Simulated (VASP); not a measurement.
# YTl (Pm-3m) in VASP: vibrations by perturbation theory with LDA

Aim: the vibrations by perturbation theory of YTl with LDA.

Program: VASP 6.6.1. These are calculated values, not measurements. Logs are shortened: lines on timing, memory, paths and dates and some standing lists are left out, and cuts for length are marked.

## (1) The cell of the first run

It takes space group Pm-3m (No. 221, cubic). Conventional cell: a = 3.696 Å, b = 3.696 Å, c = 3.696 Å, α = 90.00°, β = 90.00°, γ = 90.00°. Y (site symmetry m-3m) has 8 Tl at 3.20 Å and 6 Y at 3.70 Å within 4.2 Å. Tl (site symmetry m-3m) has 8 Y at 3.20 Å and 6 Tl at 3.70 Å within 4.2 Å.

## (2) Vibrations by perturbation theory, LDA

File INCAR:

```
ALGO = Normal ; EDIFF = 1E-8
ENCUT = 520 ; IBRION = 8
ISIF = 2 ; ISMEAR = -1
LASPH = T ; LCHARG = T
LREAL = F ; LWAVE = F
NBANDS = 19 ; NELM = 100
NSW = 1 ; PREC = Accurate
SIGMA = 0.15
```

File KPOINTS:

```
k-points
0
Gamma
  12 12 12
```

File POSCAR:

```
YTl
1.0
    3.6963328110      0.0000000000      0.0000000000
    0.0000000000      3.6963328110      0.0000000000
    0.0000000000      0.0000000000      3.6963328110
Y Tl
1 1
Direct
    0.5000000000      0.5000000000      0.5000000000
    0.0000000000      0.0000000000      0.0000000000
```

Potentials or basis: VASP PAW LDA potentials, release 64 (Y_sv, Tl_d).

On the command line:

```
$ cat potpaw_LDA.64/Y_sv/POTCAR potpaw_LDA.64/Tl_d/POTCAR > POTCAR
$ mpirun -np 1 vasp_std > vasp.out
```

OUTCAR:

```text
EDIFF = 1E-8
   ENCUT = 520
   IBRION = 8
   ISIF = 2
   ISMEAR = -1
   LASPH = T
   LREAL = F
   NELM = 100
   NSW = 1
   PREC = Accurate

 ion  position               nearest neighbor table
   1  0.500  0.500  0.500-   2 3.20   2 3.20   2 3.20   2 3.20   2 3.20   2 3.20   2 3.20   2 3.20

   2  0.000  0.000  0.000-   1 3.20   1 3.20   1 3.20   1 3.20   1 3.20   1 3.20   1 3.20   1 3.20

  LATTYP: Found a simple cubic cell.
 ALAT       =     3.6963328110

  Lattice vectors:

 A1 = (   3.6963328110,   0.0000000000,   0.0000000000)
 A2 = (   0.0000000000,   3.6963328110,   0.0000000000)
 A3 = (   0.0000000000,   0.0000000000,   3.6963328110)

Analysis of symmetry for initial positions (statically):
=====================================================================
 Subroutine PRICEL returns:
 Original cell was already a primitive cell.

 Routine SETGRP: Setting up the symmetry group for a
 simple cubic supercell.

 Subroutine GETGRP returns: Found 48 space group operations
 (whereof 48 operations were pure point group operations)
 out of a pool of 48 trial point group operations.

The static configuration has the point symmetry O_h .

Analysis of symmetry for dynamics (positions and initial velocities):
=====================================================================
 Subroutine PRICEL returns:
 Original cell was already a primitive cell.

 Routine SETGRP: Setting up the symmetry group for a
 simple cubic supercell.

 Subroutine GETGRP returns: Found 48 space group operations
 (whereof 48 operations were pure point group operations)
 out of a pool of 48 trial point group operations.

The dynamic configuration has the point symmetry O_h .

 Subroutine INISYM returns: Found 48 space group operations
 (whereof 48 operations are pure point group operations),
 and found     1 'primitive' translations

----------------------------------------------------------------------------------------

                                     Primitive cell

  volume of cell :      50.5025

  direct lattice vectors                    reciprocal lattice vectors
     3.696332811  0.000000000  0.000000000     0.270538410  0.000000000  0.000000000
     0.000000000  3.696332811  0.000000000     0.000000000  0.270538410  0.000000000
     0.000000000  0.000000000  3.696332811     0.000000000  0.000000000  0.270538410

  length of vectors
     3.696332811  3.696332811  3.696332811     0.270538410  0.270538410  0.270538410

  position of ions in fractional coordinates (direct lattice)
     0.500000000  0.500000000  0.500000000
     0.000000000  0.000000000  0.000000000

  ion indices of the primitive-cell ions
   primitive index   ion index
                 1           1
                 2           2

----------------------------------------------------------------------------------------

 KPOINTS: k-points

Automatic generation of k-mesh.
 Grid dimensions read from file:
 generate k-points for:   12   12   12

 Generating k-lattice:

  Cartesian coordinates                     Fractional coordinates (reciprocal lattice)
     0.022544867  0.000000000  0.000000000     0.083333333  0.000000000  0.000000000
     0.000000000  0.022544867  0.000000000     0.000000000  0.083333333  0.000000000
     0.000000000  0.000000000  0.022544867     0.000000000  0.000000000  0.083333333

  Length of vectors
     0.022544867  0.022544867  0.022544867

  Shift w.r.t. Gamma in fractional coordinates (k-lattice)
     0.000000000  0.000000000  0.000000000

 Subroutine IBZKPT returns following result:
 ===========================================

 Found     84 irreducible k-points:

 Following reciprocal coordinates:
            Coordinates               Weight
  0.000000  0.000000  0.000000      1.000000
  0.083333  0.000000  0.000000      6.000000
  0.166667  0.000000  0.000000      6.000000
  0.250000  0.000000  0.000000      6.000000
  0.333333  0.000000  0.000000      6.000000
  0.416667  0.000000  0.000000      6.000000
[... 16 lines left out ...]
  0.333333  0.333333  0.000000     12.000000
  0.416667  0.333333  0.000000     24.000000
 [... further k-points ...]
   k-points           NKPTS =     84   k-points in BZ     NKDIM =     84   number of bands    NBANDS=     19
   number of dos      NEDOS =    301   number of ions     NIONS =      2
   total plane-waves  NPLWV =  21952
   dimension x,y,z NGX =    28 NGY =   28 NGZ =   28
   dimension x,y,z NGXF=    56 NGYF=   56 NGZF=   56
   ions per type =               1   1
   NGX,Y,Z   is equivalent  to a cutoff of  12.59, 12.59, 12.59 a.u.
   NGXF,Y,Z  is equivalent  to a cutoff of  25.19, 25.19, 25.19 a.u.
 SYSTEM =  unknown system
   PREC   = accura    normal or accurate (medium, high low for compatibility)
   ISTART =      0    job   : 0-new  1-cont  2-samecut
   ICHARG =      2    charge: 1-file 2-atom 10-const
   ISPIN  =      1    spin polarized calculation?
   LNONCOLLINEAR =      F non collinear calculations
   LSORBIT =      F    spin-orbit coupling
   LASPH  =      T    aspherical Exc in radial PAW
   ENCUT  =  520.0 eV  38.22 Ry    6.18 a.u.   6.87  6.87  6.87*2*pi/ulx,y,z
   NELM   =    100;   NELMIN=  2; NELMDL= -5     # of ELM steps
   EDIFF  = 0.1E-07   stopping-criterion for ELM
   LREAL  =      F    real-space projection
   EDIFFG = 0.1E-06   stopping-criterion for IOM
   NSW    =      1    number of steps for IOM
   IBRION =      8    ionic relax: 0-MD 1-quasi-New 2-CG
   NFREE  =      0    steps in history (QN), initial steepest desc. (CG)
   ISIF   =      2    stress and relaxation
   ISYM   =      2    0-nonsym 1-usesym 2-fastsym
   POTIM  = 0.5000    time-step for ionic-motion
   TEBEG  =    0.0;   TEEND  =   0.0 temperature during run
   PSTRESS=    0.0 pullay stress
   NELECT =      24.0000    total number of electrons
   NUPDOWN=      -1.0000    fix difference up-down
   EMIN   =  10.00;   EMAX   =-10.00  energy-range for DOS
   EFERMI =   0.00;   METHOD = LEGACY
   ISMEAR =    -1;   SIGMA  =   0.15  broadening in eV -4-tet -1-fermi 0-gaus
   EFERMI_NEDOS =   21; number of points for ismear=-14 and -15
   IALGO  =     38    algorithm
   IMIX   =      4    mixing-type and parameters
     AMIX     =   0.40;   BMIX     =  1.00
     AMIX_MAG =   1.60;   BMIX_MAG =  1.00
  volume/ion in A,a.u.               =      25.25       170.40
  Fermi-wavevector in a.u.,A,eV,Ry     =   1.277539  2.414199 22.206150  1.632106
  Thomas-Fermi vector in A             =   2.410133
   LORBIT       =      0    0 simple, 1 ext, 2 COOP (PROOUT), +10 PAW based schemes
   GGA     = CA    functional components
   LHFCALC =     F    Hartree Fock is set to
   AEXX    =    0.0000 exact exchange contribution
   IVDW    =     0    specifies the selected vdW correction
   LEPSILON=     F    determine dielectric tensor
   LRPA    =     F    only Hartree local field effects (RPA)
 non-spin polarized calculation
  energy-cutoff  :      520.00
  volume of cell :       50.50
 maximum number of plane-waves:      1388
 NGX is ok and might be reduce to    28
   NGX = 13   NGY = 13   NGZ = 13

--------------------------------------- Ionic step        1  -------------------------------------------

 number of electron      24.0000005 magnetization

 Free energy of the ion-electron system (eV)
  ---------------------------------------------------
  ext. energy  EPLUGINS =         0.00000000
  ---------------------------------------------------
  free energy    TOTEN  =       -10.94837494 eV

  energy without entropy =      -10.84714490  energy(sigma->0) =      -10.89775992

 E-fermi :   6.3014     XC(G=0): -10.9451

 val. band max:        6.2812321622   @ k =   0.4167   0.0833   0.0000
 cond. band min:       6.3142275982   @ k =   0.5000   0.0833   0.0000
 fundamental gap:      0.0329954359
 Fermi energy:         6.3014167157

 k-point     1 :       0.0000    0.0000    0.0000
  band No.  band energies     occupation
      1     -36.3834      2.00000
      2     -16.4277      2.00000
      3     -16.4277      2.00000
      4     -16.4277      2.00000
      5      -5.5220      2.00000
      6      -5.5220      2.00000
[... 505 lines left out ...]
      6      -5.3849      2.00000
[... 11 lines left out ...]
     18      12.6808      0.00000
     19      13.2924      0.00000

 [... further k-points ...]

------------------------ aborting loop because EDIFF is reached ----------------------------------------

  FORCE on cell =-STRESS in cart. coord.  units (eV):
  Direction    XX          YY          ZZ          XY          YZ          ZX
  --------------------------------------------------------------------------------------
  -------------------------------------------------------------------------------------
  Total        0.0278730      0.0278730      0.0278730      0.0000000      0.0000000     -0.0000000
  in kB        0.8842623      0.8842623      0.8842623      0.0000000      0.0000000     -0.0000000
  external PRESSURE =       0.8842623 kB  Pullay stress =       0.0000000 kB

 VOLUME and BASIS-vectors are now :
 -----------------------------------------------------------------------------
  energy-cutoff  :      520.00
  volume of cell :       50.50
      direct lattice vectors                 reciprocal lattice vectors
     3.696332811  0.000000000  0.000000000     0.270538410  0.000000000  0.000000000
     0.000000000  3.696332811  0.000000000     0.000000000  0.270538410  0.000000000
     0.000000000  0.000000000  3.696332811     0.000000000  0.000000000  0.270538410

 POSITION                                       TOTAL-FORCE (eV/Angst)
 -----------------------------------------------------------------------------------
      1.84817      1.84817      1.84817         0.000000      0.000000      0.000000
      0.00000      0.00000      0.00000         0.000000      0.000000      0.000000
 -----------------------------------------------------------------------------------
    total drift:                                0.000000      0.000000      0.000000

  FREE ENERGIE OF THE ION-ELECTRON SYSTEM (eV)
  ---------------------------------------------------
  free  energy   TOTEN  =       -10.9483749449 eV

  energy  without entropy=      -10.8471448960  energy(sigma->0) =      -10.89775992

[... ionic steps 2 to 3 ...]

--------------------------------------- Ionic step        4  -------------------------------------------

------------------------ aborting loop because EDIFF is reached ----------------------------------------

[... ionic steps 5 to 6 ...]

--------------------------------------- Ionic step        7  -------------------------------------------

 Free energy of the ion-electron system (eV)
  ---------------------------------------------------
  ---------------------------------------------------
  free energy    TOTEN  =        -0.33597659 eV

  energy without entropy =       -0.33597658

------------------------ aborting loop because EDIFF is reached ----------------------------------------

 INTERNAL STRAIN TENSOR  FOR ION    2  DIRECTION 1   (eV/Angst):
 -----------------------------------------------------------------------------
     0.03793  0.00000 -0.00000
     0.00000 -0.01333 -0.00000
     0.00000 -0.00000 -0.01333

 INTERNAL STRAIN TENSOR FOR ION    2 for displacements in x,y,z  (eV/Angst):
          X           Y           Z          XY          YZ          ZX
  --------------------------------------------------------------------------------
  x     0.00000     0.00000     0.00000     0.00000     0.00000     0.00000
  y     0.00000     0.00000     0.00000     0.00000     0.00000     0.00000
  z     0.00000     0.00000     0.00000     0.00000     0.00000     0.00000

 SECOND DERIVATIVES (NOT SYMMETRIZED)
 ------------------------------------
               1X          1Y          1Z          2X          2Y          2Z
  1X    -2.656153    0.000000    0.000000    2.656153   -0.000000    0.000000
  1Y     0.000000   -2.656153    0.000000   -0.000000    2.656153   -0.000000
  1Z     0.000000    0.000000   -2.656153   -0.000000    0.000000    2.656153
  2X     2.657162    0.000000   -0.000000   -2.657162   -0.000000    0.000000
  2Y     0.000000    2.657162   -0.000000   -0.000000   -2.657162    0.000000
  2Z     0.000000    0.000000    2.657162    0.000000   -0.000000   -2.657162

 Eigenvectors and eigenvalues of the dynamical matrix
 ----------------------------------------------------

   1 f  =    3.237153 THz    20.339632 2PiTHz  107.979799 cm-1    13.387783 meV
             X         Y         Z           dx          dy          dz
      1.848166  1.848166  1.848166    -0.000000   -0.834735    0.000000
      0.000000  0.000000  0.000000     0.000000    0.550652    0.000000
[... 21 lines left out ...]
   6 f/i=    0.000283 THz     0.001775 2PiTHz    0.009424 cm-1     0.001168 meV
             X         Y         Z           dx          dy          dz
      1.848166  1.848166  1.848166    -0.426601    0.348180    0.000000
      0.000000  0.000000  0.000000    -0.646685    0.527807    0.000000

--------------------------------------------------------------------------------------------------------

 ELASTIC MODULI CONTR FROM IONIC RELAXATION (kBar)
 Direction    XX          YY          ZZ          XY          YZ          ZX
 --------------------------------------------------------------------------------
 XX           0.0000      0.0000      0.0000      0.0000      0.0000      0.0000
 YY           0.0000      0.0000      0.0000      0.0000      0.0000      0.0000
 ZZ           0.0000      0.0000      0.0000      0.0000      0.0000      0.0000
 XY           0.0000      0.0000      0.0000      0.0000      0.0000      0.0000
 YZ           0.0000      0.0000      0.0000      0.0000      0.0000      0.0000
 ZX           0.0000      0.0000      0.0000      0.0000      0.0000      0.0000
 --------------------------------------------------------------------------------
```

Wall time 20 min (1 thread of AMD EPYC 9755, shared host); peak memory 0.47 GiB.

Results:

```yaml
Highest_phonon_frequency_at_Γ: 108 cm⁻¹
```

Phonon frequencies in cm⁻¹ (negative: imaginary):
```csv
q point,frequencies
"(0.000, 0.000, 0.000)",0 0 0 108 108 108
```

Caveat: spin-orbit coupling is left out, which moves the levels of the heavy elements.
